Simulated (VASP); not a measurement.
PtAuC4N4:

```
Pt C Au N
1.0
     5.88262    0.00000    0.00000
     0.00000    5.88262    0.00000
     0.00000    0.00000    5.88262
Pt C Au N
1 4 1 4
Direct
  0.00000 0.00000 0.00000
  0.18814 0.18814 0.18814
  0.18814 0.81186 0.81186
  0.81186 0.18814 0.81186
  0.81186 0.81186 0.18814
  0.50000 0.50000 0.50000
  0.30297 0.30297 0.30297
  0.30297 0.69703 0.69703
  0.69703 0.30297 0.69703
  0.69703 0.69703 0.30297
```

* Program: VASP 6.6.1
* Task: relaxation of cell and atoms
* Functional: PBE
* Potentials or basis: VASP PAW PBE potentials, release 64 (Pt, C, Au, N)
* Cutoff: 600 eV
* k mesh: 4 × 4 × 4
* Occupations: gaussian, width 0.1 eV
* Spin: no spin polarisation

At the start: pressure 7.6 GPa; volume 20.36 Å³/atom.

Problem. How do energy, volume and symmetry change on relaxing?

Solution. Over 18 steps the energy falls by 50.2 meV/atom and the volume is 22.86 Å³/atom (+12.3 %); space group P-43m (No. 215, to 0.05 Å).

Step by step:
```tsv
step	energy change (eV)	largest force (eV/Å)	pressure (GPa)	volume (Å³)
1	0.0000	0.1917	7.57	203.57
2	0.1346	5.0731	-5.85	233.24
3	-0.2795	2.4871	0.61	216.23
4	-0.4787	0.7305	0.30	227.44
5	-0.4823	0.3857	0.28	226.14
6	-0.4822	0.3336	0.28	225.94
7	-0.4875	0.2376	0.01	226.72
8	-0.4927	0.4646	-0.58	228.53
9	-0.4953	0.3341	-0.51	228.80
10	-0.4983	0.2056	-0.31	229.53
11	-0.4991	0.1619	-0.31	229.52
12	-0.5007	0.0394	-0.34	229.50
13	-0.5000	0.2267	-0.39	229.45
14	-0.5010	0.0756	-0.36	229.48
15	-0.5015	0.0611	-0.16	229.19
16	-0.5015	0.0726	-0.16	229.17
17	-0.5018	0.0440	-0.12	228.93
18	-0.5020	0.0398	-0.09	228.65
```

Final structure:
```xyz
10
Lattice="6.1149 0.0000 0.0000 0.0000 6.1149 0.0000 0.0000 0.0000 6.1149" Properties=species:S:1:pos:R:3 pbc="T T T"
Pt    0.0000    0.0000    0.0000
C     1.1457    1.1457    1.1457
C     1.1457    4.9692    4.9692
C     4.9692    1.1457    4.9692
C     4.9692    4.9692    1.1457
Au    3.0574    3.0574    3.0574
N     1.8272    1.8272    1.8272
N     1.8272    4.2877    4.2877
N     4.2877    1.8272    4.2877
N     4.2877    4.2877    1.8272
```
